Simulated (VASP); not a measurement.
Write the native input for VASP 6.6.1 that does the following.

```yaml
Task: single point
Functional: r2SCAN
Potentials_or_basis: VASP PAW PBE potentials, release 64 (Si, O)
Cutoff: 520 eV
k_mesh: 6 × 6 × 4
Occupations: gaussian, width 0.05 eV
Spin: no spin polarisation
Dipole_correction: no
Further_INCAR_settings: ALGO = Normal; EDIFF = 1e-06; NBANDS = 34
```

SiO2:

```xyz
9
Lattice="4.9079 0.0000 0.0000 -2.4539 4.2504 0.0000 0.0000 0.0000 5.5411" Properties=species:S:1:pos:R:3 pbc="T T T"
Si   -1.2270    2.1252    1.8470
Si    1.2270    2.1252    3.6941
Si    2.4539    0.0000    0.0000
O     0.9208    3.3652    4.6176
O     2.4539    2.4801    2.7705
O     3.3748    0.8851    0.9235
O     1.5331    0.8851    4.6176
O     0.0000    1.7703    2.7705
O    -0.9208    3.3652    0.9235
```

This cell differs from its parent crystal: strain -0.0300 x Voigt [1, 1, 0, 0, 0, 0].

One way to write it, as run:

POSCAR

```
SiO2
1.0
    4.9078874864      0.0000000000      0.0000000000
   -2.4539437432      4.2503552421      0.0000000000
    0.0000000000      0.0000000000      5.5410855913
Si O
3 6
Direct
    0.0000000000      0.5000000000      0.3333333333
    0.5000000000      0.5000000000      0.6666666667
    0.5000000000      0.0000000000      0.0000000000
    0.5834989524      0.7917494762      0.8333333333
    0.7917494762      0.5834989524      0.5000000000
    0.7917494762      0.2082505238      0.1666666667
    0.4165010476      0.2082505238      0.8333333333
    0.2082505238      0.4165010476      0.5000000000
    0.2082505238      0.7917494762      0.1666666667
```

INCAR.step1

```
  PREC = Accurate
  ENCUT = 520
  ISMEAR = 0
  SIGMA = 0.05
  LREAL = False
  LASPH = True
  NELM = 80
  NBANDS = 34
  GGA = PE
  ALGO = Normal
  EDIFF = 1E-4
  LWAVE = True
  LCHARG = False
```

INCAR.step2

```
  PREC = Accurate
  ENCUT = 520
  EDIFF = 1E-6
  ISMEAR = 0
  SIGMA = 0.05
  LREAL = False
  LASPH = True
  NELM = 80
  ALGO = Normal
  ISIF = 2
  LWAVE = False
  LCHARG = False
  METAGGA = R2SCAN
  LMIXTAU = True
  NBANDS = 34
  ISTART = 1
```

KPOINTS

```
regular mesh
0
Gamma
  6 6 4
```

Potentials or basis: VASP PAW PBE potentials, release 64 (Si, O).

Launch:

```bash
$ cat potpaw_PBE.64/Si/POTCAR potpaw_PBE.64/O/POTCAR > POTCAR
$ cp INCAR.step1 INCAR
$ mpirun -np 1 vasp_std > vasp.out
$ cp INCAR.step2 INCAR
$ mpirun -np 1 vasp_std > vasp.out
```

Results of the run:

```json
{"Pressure": "13.1 GPa", "Largest force": "0.558 eV/Å", "Band gap on the k mesh": "6.53 eV (least direct gap 6.68 eV)"}
```

Caveat: the cell differs from its parent crystal (strain -0.0300 x Voigt [1, 1, 0, 0, 0, 0]); the cell stands under pressure; the PAW data sets were made with another functional, which shifts forces and pressure a little.

It took 7.7 min on 1 thread of Intel(R) Xeon(R) Platinum 8259CL CPU @ 2.50GHz (Skylake/Cascade Lake), with other jobs on the host, peak memory 0.29 GiB.
